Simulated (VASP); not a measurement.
Input of a VASP 6.6.1 run:

The input INCAR:

```
  PREC = Accurate
  ENCUT = 600
  EDIFF = 1E-6
  ISMEAR = -1
  SIGMA = 0.05
  LREAL = False
  LASPH = True
  NELM = 150
  ALGO = Normal
  ISIF = 3
  LWAVE = False
  LCHARG = False
  ISPIN = 2
  MAGMOM = 2 0
  LORBIT = 11
  LMAXMIX = 4
  GGA = RE
  IVDW = 12
  IBRION = 2
  NSW = 60
  EDIFFG = -0.01
```

The input KPOINTS:

```
regular mesh
0
Gamma
  11 11 11
```

Contents of POSCAR:

```
CoO
1.0
    0.0000000000      2.1315000000      2.1315000000
    2.1315000000      0.0000000000      2.1315000000
    2.1315000000      2.1315000000      0.0000000000
Co O
1 1
Direct
    0.0000000000      0.0000000000      0.0000000000
    0.5000000000      0.5000000000      0.5000000000
```

Potentials or basis: VASP PAW PBE potentials, release 64 (Co, O).

The run is started by

```sh
$ cat potpaw_PBE.64/Co/POTCAR potpaw_PBE.64/O/POTCAR > POTCAR
$ mpirun -np 1 vasp_std > vasp.out
```

(1) What does it give for the relaxed volume?

(2) Predict the space group after relaxing (to 0.05 Å).

(3) Estimate the site moments.

(4) What does it give for the net moment?

Answers

(1) 9.35 Å³/atom.

(2) Fm-3m (No. 225).

(3) Co +2.52; O +0.28 μB.

(4) 2.84 μB per cell.

Caveat: the PAW data sets were made with another functional, which shifts forces and pressure a little; a cell with one magnetic atom can't hold antiferromagnetic order, which such compounds often take; pairwise dispersion overbinds metals, which lowers pressure and volume.
